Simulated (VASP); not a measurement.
A run of VASP 6.6.1 is set up as follows.

File INCAR:

```
ALGO = Normal
EDIFF = 1E-6
ENCUT = 600
GGA = PE
GGA_COMPAT = F
ISIF = 2
ISMEAR = -1
ISPIN = 2
LASPH = T
LCHARG = T
LELF = T
LMAXMIX = 4
LORBIT = 11
LREAL = F
LVHAR = T
LWAVE = F
MAGMOM = 0.71 -0.03
NBANDS = 20
NELM = 200
PREC = Accurate
SIGMA = 0.1
```

File KPOINTS:

```
k-points
0
Gamma
  6 6 6
```

POSCAR

```
VN
1.0
    0.0000000000      2.1685000000      2.1685000000
    2.1685000000      0.0000000000      2.1685000000
    2.1685000000      2.1685000000      0.0000000000
V N
1 1
Direct
    0.0000000000      0.0000000000      0.0000000000
    0.5000000000      0.5000000000      0.5000000000
```

Potentials or basis: VASP PAW PBE potentials, release 64 (V_sv, N).

Run with:

```console
$ cat potpaw_PBE.64/V_sv/POTCAR potpaw_PBE.64/N/POTCAR > POTCAR
$ mpirun -np 1 vasp_std > vasp.out
```

Task: What does it give for the pressure?

Result: -32.2 GPa.

Task: Predict the net moment.

Result: 0.75 μB per cell.

Caveat: the k points lie up to 0.42 Å⁻¹ apart.
